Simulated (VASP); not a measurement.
# GaN (F-43m) in VASP: a series of runs

The runs below take GaN through single point, with r2SCANh, PBE0, HSE06, r2SCAN0.

All numbers are computed with VASP 6.6.1; they aren't measurements. Logs are shortened: lines on timing, memory, paths and dates and some standing lists are left out, and cuts for length are marked.

## Step 1: The cell of the first run

It takes space group F-43m (No. 216, cubic). The conventional cell has a = 4.507 Å, b = 4.507 Å, c = 4.507 Å, α = 90.00°, β = 90.00°, γ = 90.00°. Ga (site symmetry -43m) has 4 N at 1.95 Å within 2.6 Å. N (site symmetry -43m) has 4 Ga at 1.95 Å within 2.6 Å.

## Step 2: Single point, r2SCANh

The input, POSCAR:

```
GaN
1.0
    0.0000000000      2.2535006075      2.2535006075
    2.2535006075      0.0000000000      2.2535006075
    2.2535006075      2.2535006075      0.0000000000
Ga N
1 1
Direct
    0.0000000000      0.0000000000      0.0000000000
    0.2500000000      0.2500000000      0.2500000000
```

The input, INCAR.step1:

```
SYSTEM = GaN
ALGO     = Normal         ! electronic algorithm
EDIFF    = 1E-5           ! SCF threshold, eV
ENCUT    = 520            ! plane-wave cutoff, eV
GGA      = PE             ! functional
ISIF     = 2              ! what is computed and relaxed
ISMEAR   = -1             ! smearing method
LASPH    = .TRUE.         ! aspherical terms in the spheres
LCHARG   = .FALSE.        ! write CHGCAR
LREAL    = .FALSE.        ! projectors in reciprocal space
LWAVE    = .TRUE.         ! write WAVECAR
NBANDS   = 16             ! bands
NELM     = 60             ! most SCF steps
PREC     = Accurate       ! precision mode
SIGMA    = 0.05           ! smearing width, eV
```

The input, INCAR.step2:

```
SYSTEM = GaN
AEXX     = 0.1            ! exact-exchange fraction
ALGO     = Normal         ! electronic algorithm
EDIFF    = 1E-6           ! SCF threshold, eV
ENCUT    = 520            ! plane-wave cutoff, eV
ISIF     = 2              ! what is computed and relaxed
ISMEAR   = -1             ! smearing method
ISTART   = 1            
LASPH    = .TRUE.         ! aspherical terms in the spheres
LCHARG   = .FALSE.        ! write CHGCAR
LHFCALC  = .TRUE.         ! exact exchange
LMIXTAU  = .TRUE.       
LREAL    = .FALSE.        ! projectors in reciprocal space
LWAVE    = .FALSE.        ! write WAVECAR
METAGGA  = R2SCAN         ! meta-GGA
NBANDS   = 16             ! bands
NELM     = 60             ! most SCF steps
PREC     = Accurate       ! precision mode
PRECFOCK = Normal       
SIGMA    = 0.05           ! smearing width, eV
```

The input, KPOINTS:

```
k-points
0
G
  5 5 5
  0 0 0
```

Potentials or basis: VASP PAW PBE potentials, release 64 (Ga_d, N).

Run with:

```
$ cat potpaw_PBE.64/Ga_d/POTCAR potpaw_PBE.64/N/POTCAR > POTCAR
$ cp INCAR.step1 INCAR
$ mpirun -np 1 vasp_std > vasp.out
$ cp INCAR.step2 INCAR
$ mpirun -np 1 vasp_std > vasp.out
```

OUTCAR:

```text
SYSTEM = GaN
   AEXX = 0.1
   EDIFF = 1E-6
   ENCUT = 520
   ISIF = 2
   ISMEAR = -1
   ISTART = 1
   LASPH = .TRUE.
   LHFCALC = .TRUE.
   LREAL = .FALSE.
   METAGGA = R2SCAN
   NELM = 60
   PREC = Accurate
   PRECFOCK = Normal

 ion  position               nearest neighbor table
   1  0.000  0.000  0.000-   2 1.95   2 1.95   2 1.95   2 1.95
   2  0.250  0.250  0.250-   1 1.95   1 1.95   1 1.95   1 1.95

  LATTYP: Found a face centered cubic cell.
 ALAT       =     4.5070012150

  Lattice vectors:

 A1 = (   0.0000000000,   2.2535006075,   2.2535006075)
 A2 = (   2.2535006075,   0.0000000000,   2.2535006075)
 A3 = (   2.2535006075,   2.2535006075,   0.0000000000)

Analysis of symmetry for initial positions (statically):
=====================================================================
 Subroutine PRICEL returns:
 Original cell was already a primitive cell.

 Routine SETGRP: Setting up the symmetry group for a
 face centered cubic supercell.

 Subroutine GETGRP returns: Found 24 space group operations
 (whereof 24 operations were pure point group operations)
 out of a pool of 48 trial point group operations.

The static configuration has the point symmetry T_d .

Analysis of symmetry for dynamics (positions and initial velocities):
=====================================================================
 Subroutine PRICEL returns:
 Original cell was already a primitive cell.

 Routine SETGRP: Setting up the symmetry group for a
 face centered cubic supercell.

 Subroutine GETGRP returns: Found 24 space group operations
 (whereof 24 operations were pure point group operations)
 out of a pool of 48 trial point group operations.

The dynamic configuration has the point symmetry T_d .

 Subroutine INISYM returns: Found 24 space group operations
 (whereof 24 operations are pure point group operations),
 and found     1 'primitive' translations

----------------------------------------------------------------------------------------

                                     Primitive cell

  volume of cell :      22.8877

  direct lattice vectors                    reciprocal lattice vectors
     0.000000000  2.253500607  2.253500607    -0.221877020  0.221877020  0.221877020
     2.253500607  0.000000000  2.253500607     0.221877020 -0.221877020  0.221877020
     2.253500607  2.253500607  0.000000000     0.221877020  0.221877020 -0.221877020

  length of vectors
     3.186931122  3.186931122  3.186931122     0.384302272  0.384302272  0.384302272

  position of ions in fractional coordinates (direct lattice)
     0.000000000  0.000000000  0.000000000
     0.250000000  0.250000000  0.250000000

  ion indices of the primitive-cell ions
   primitive index   ion index
                 1           1
                 2           2

----------------------------------------------------------------------------------------

 KPOINTS: k-points

Automatic generation of k-mesh.
 Grid dimensions read from file:
 generate k-points for:    5    5    5

 Generating k-lattice:

  Cartesian coordinates                     Fractional coordinates (reciprocal lattice)
    -0.044375404  0.044375404  0.044375404     0.200000000  0.000000000  0.000000000
     0.044375404 -0.044375404  0.044375404     0.000000000  0.200000000  0.000000000
     0.044375404  0.044375404 -0.044375404     0.000000000  0.000000000  0.200000000

  Length of vectors
     0.076860454  0.076860454  0.076860454

  Shift w.r.t. Gamma in fractional coordinates (k-lattice)
     0.000000000  0.000000000  0.000000000

 Subroutine IBZKPT returns following result:
 ===========================================

 Found     10 irreducible k-points:

 Following reciprocal coordinates:
            Coordinates               Weight
  0.000000  0.000000  0.000000      1.000000
  0.200000  0.000000  0.000000      8.000000
  0.400000  0.000000  0.000000      8.000000
  0.200000  0.200000  0.000000      6.000000
  0.400000  0.200000  0.000000     24.000000
 -0.400000  0.200000  0.000000     24.000000
 -0.200000  0.200000  0.000000     12.000000
  0.400000  0.400000  0.000000      6.000000
 -0.400000  0.400000  0.000000     12.000000
 -0.400000  0.400000  0.200000     24.000000
   k-points           NKPTS =     10   k-points in BZ     NKDIM =    125   number of bands    NBANDS=     16
   number of dos      NEDOS =    301   number of ions     NIONS =      2
   total plane-waves  NPLWV =  13824
   dimension x,y,z NGX =    24 NGY =   24 NGZ =   24
   dimension x,y,z NGXF=    48 NGYF=   48 NGZF=   48
   ions per type =               1   1
   NGX,Y,Z   is equivalent  to a cutoff of  12.52, 12.52, 12.52 a.u.
   NGXF,Y,Z  is equivalent  to a cutoff of  25.04, 25.04, 25.04 a.u.
 SYSTEM =  GaN
   PREC   = accura    normal or accurate (medium, high low for compatibility)
   ISTART =      1    job   : 0-new  1-cont  2-samecut
   ICHARG =      0    charge: 1-file 2-atom 10-const
   ISPIN  =      1    spin polarized calculation?
   LNONCOLLINEAR =      F non collinear calculations
   LSORBIT =      F    spin-orbit coupling
   LASPH  =      T    aspherical Exc in radial PAW
   ENCUT  =  520.0 eV  38.22 Ry    6.18 a.u.   5.93  5.93  5.93*2*pi/ulx,y,z
   NELM   =     60;   NELMIN=  2; NELMDL=  0     # of ELM steps
   EDIFF  = 0.1E-05   stopping-criterion for ELM
   LREAL  =      F    real-space projection
   EDIFFG = 0.1E-04   stopping-criterion for IOM
   NSW    =      0    number of steps for IOM
   IBRION =     -1    ionic relax: 0-MD 1-quasi-New 2-CG
   NFREE  =      0    steps in history (QN), initial steepest desc. (CG)
   ISIF   =      2    stress and relaxation
   ISYM   =      3    0-nonsym 1-usesym 2-fastsym
   POTIM  = 0.5000    time-step for ionic-motion
   TEBEG  =    0.0;   TEEND  =   0.0 temperature during run
   PSTRESS=    0.0 pullay stress
   NELECT =      18.0000    total number of electrons
   NUPDOWN=      -1.0000    fix difference up-down
   EMIN   =  10.00;   EMAX   =-10.00  energy-range for DOS
   EFERMI =   0.00;   METHOD = LEGACY
   ISMEAR =    -1;   SIGMA  =   0.05  broadening in eV -4-tet -1-fermi 0-gaus
   EFERMI_NEDOS =   21; number of points for ismear=-14 and -15
   IALGO  =     38    algorithm
   IMIX   =      1    mixing-type and parameters
     AMIX     =   0.40;   BMIX     =  1.00
     AMIX_MAG =   1.60;   BMIX_MAG =  1.00
  volume/ion in A,a.u.               =      11.44        77.23
  Fermi-wavevector in a.u.,A,eV,Ry     =   1.511117  2.855596 31.068543  2.283473
  Thomas-Fermi vector in A             =   2.621216
   LORBIT       =      0    0 simple, 1 ext, 2 COOP (PROOUT), +10 PAW based schemes
   METAGGA = R2SCAN    functional components
   LHFCALC =     T    Hartree Fock is set to
   PRECFOCK=normal    Normal, Fast or Accurate (Low or Medium for compatibility)
   ENCUT4O =  -1.0   cutoff for four orbital integrals eV
   NKREDX  =     1    reduce k-point grid by
   NKREDY  =     1    reduce k-point grid by
   NKREDZ  =     1    reduce k-point grid by
   AEXX    =    0.1000 exact exchange contribution
   HFSCREEN=    0.0000 screening length (either q_TF or 0.3 A-1)
   HFSCREENC=   0.0000 screening length for correlation (either q_TF or 0.3 A-1)
   ENCUTFOCK=  -1.0 apply spherical cutoff to Coloumb kernel
   IVDW    =     0    specifies the selected vdW correction
   LEPSILON=     F    determine dielectric tensor
   LRPA    =     F    only Hartree local field effects (RPA)
 non-spin polarized calculation
  energy-cutoff  :      520.00
  volume of cell :       22.89
 maximum number of plane-waves:       629
  NGX = 18; NGY = 18; NGZ = 18

 number of electron      18.0000004 magnetization

 Free energy of the ion-electron system (eV)
  ---------------------------------------------------
  ext. energy  EPLUGINS =         0.00000000
  ---------------------------------------------------
  free energy    TOTEN  =       -22.36154676 eV

  energy without entropy =      -22.36154676  energy(sigma->0) =      -22.36154676

 E-fermi :   5.6444     XC(G=0): -11.4892

 val. band max:        4.5849221528   @ k =   0.0000   0.0000   0.0000
 cond. band min:       7.4443184867   @ k =   0.0000   0.0000   0.0000
 fundamental gap:      2.8593963339
 Fermi energy:         5.6443702181

 k-point     1 :       0.0000    0.0000    0.0000
  band No.  band energies     occupation
      1     -12.6441      2.00000
      2     -10.0823      2.00000
      3     -10.0823      2.00000
      4     -10.0823      2.00000
      5      -9.7398      2.00000
      6      -9.7398      2.00000
[... 8 lines left out ...]
     15      25.1495      0.00000
     16      25.1495      0.00000

 k-point     2 :       0.2000    0.0000    0.0000
  band No.  band energies     occupation
      1     -12.2662      2.00000
      2     -10.0362      2.00000
      3     -10.0362      2.00000
      4      -9.8474      2.00000
      5      -9.7400      2.00000
      6      -9.7400      2.00000
[... 8 lines left out ...]
     15      22.9275      0.00000
     16      22.9275      0.00000

 k-point     3 :       0.4000    0.0000    0.0000
  band No.  band energies     occupation
      1     -11.8196      2.00000
      2      -9.9913      2.00000
      3      -9.9912      2.00000
      4      -9.7076      2.00000
      5      -9.7076      2.00000
      6      -8.7999      2.00000
[... 8 lines left out ...]
     15      25.0915      0.00000
     16      25.0915      0.00000

 k-point     4 :       0.2000    0.2000    0.0000
  band No.  band energies     occupation
      1     -12.1511      2.00000
      2      -9.9849      2.00000
      3      -9.9849      2.00000
      4      -9.8993      2.00000
      5      -9.7135      2.00000
      6      -9.7040      2.00000
[... 8 lines left out ...]
     15      27.0926      0.00000
     16      27.9472      0.00000

 k-point     5 :       0.4000    0.2000    0.0000
  band No.  band energies     occupation
      1     -11.7790      2.00000
      2      -9.9606      2.00000
      3      -9.9179      2.00000
      4      -9.8218      2.00000
      5      -9.6903      2.00000
      6      -8.9059      2.00000
[... 8 lines left out ...]
     15      26.6663      0.00000
     16      27.3547      0.00000

 k-point     6 :      -0.4000    0.2000    0.0000
  band No.  band energies     occupation
      1     -11.6927      2.00000
      2      -9.9724      2.00000
      3      -9.9179      2.00000
      4      -9.7528      2.00000
      5      -9.7160      2.00000
      6      -8.2119      2.00000
[... 8 lines left out ...]
     15      25.0358      0.00000
     16      26.6598      0.00000

 k-point     7 :      -0.2000    0.2000    0.0000
  band No.  band energies     occupation
      1     -11.9003      2.00000
      2      -9.9862      2.00000
      3      -9.9770      2.00000
      4      -9.7614      2.00000
      5      -9.7489      2.00000
      6      -9.2400      2.00000
[... 8 lines left out ...]
     15      23.8252      0.00000
     16      27.0344      0.00000

 k-point     8 :       0.4000    0.4000    0.0000
  band No.  band energies     occupation
      1     -11.6501      2.00000
      2      -9.9458      2.00000
      3      -9.8092      2.00000
      4      -9.8091      2.00000
      5      -9.6708      2.00000
      6      -8.4360      2.00000
[... 8 lines left out ...]
     15      28.6858      0.00000
     16      29.8529      0.00000

 k-point     9 :      -0.4000    0.4000    0.0000
  band No.  band energies     occupation
      1     -11.6113      2.00000
      2      -9.9432      2.00000
      3      -9.8127      2.00000
      4      -9.8068      2.00000
      5      -9.6900      2.00000
      6      -7.8673      2.00000
[... 8 lines left out ...]
     15      28.1009      0.00000
     16      29.4453      0.00000

 k-point    10 :      -0.4000    0.4000    0.2000
  band No.  band energies     occupation
      1     -11.6363      2.00000
      2      -9.9271      2.00000
      3      -9.8961      2.00000
      4      -9.7758      2.00000
      5      -9.7125      2.00000
      6      -8.0264      2.00000
[... 8 lines left out ...]
     15      25.8308      0.00000
     16      29.8438      0.00000

------------------------ aborting loop because EDIFF is reached ----------------------------------------

  FORCE on cell =-STRESS in cart. coord.  units (eV):
  Direction    XX          YY          ZZ          XY          YZ          ZX
  --------------------------------------------------------------------------------------
  -------------------------------------------------------------------------------------
  Total       -0.2451595     -0.2451595     -0.2451595      0.0000000      0.0000000     -0.0000000
  in kB      -17.1615413    -17.1615413    -17.1615413      0.0000000      0.0000000     -0.0000000
  external PRESSURE =     -17.1615413 kB  Pullay stress =       0.0000000 kB

 VOLUME and BASIS-vectors are now :
 -----------------------------------------------------------------------------
  energy-cutoff  :      520.00
  volume of cell :       22.89
      direct lattice vectors                 reciprocal lattice vectors
     0.000000000  2.253500607  2.253500607    -0.221877020  0.221877020  0.221877020
     2.253500607  0.000000000  2.253500607     0.221877020 -0.221877020  0.221877020
     2.253500607  2.253500607  0.000000000     0.221877020  0.221877020 -0.221877020

 POSITION                                       TOTAL-FORCE (eV/Angst)
 -----------------------------------------------------------------------------------
      0.00000      0.00000      0.00000        -0.000000      0.000000     -0.000000
      1.12675      1.12675      1.12675         0.000000     -0.000000      0.000000
 -----------------------------------------------------------------------------------
    total drift:                                0.000098      0.000020      0.000046

  FREE ENERGIE OF THE ION-ELECTRON SYSTEM (eV)
  ---------------------------------------------------
  free  energy   TOTEN  =       -22.3615467594 eV

  energy  without entropy=      -22.3615467594  energy(sigma->0) =      -22.36154676
```

It took 17 min on 1 thread of AMD EPYC 7R43 (Zen 3), shared host; peak memory 0.12 GiB.

Results:

* Free energy: -22.3615 eV
* Pressure: -1.7 GPa
* Band gap on the k mesh: 2.86 eV

Caveat: the k points lie up to 0.48 Å⁻¹ apart; the PAW data sets were made with another functional, which shifts forces and pressure a little.

(Part 1 of 2 ends here.)
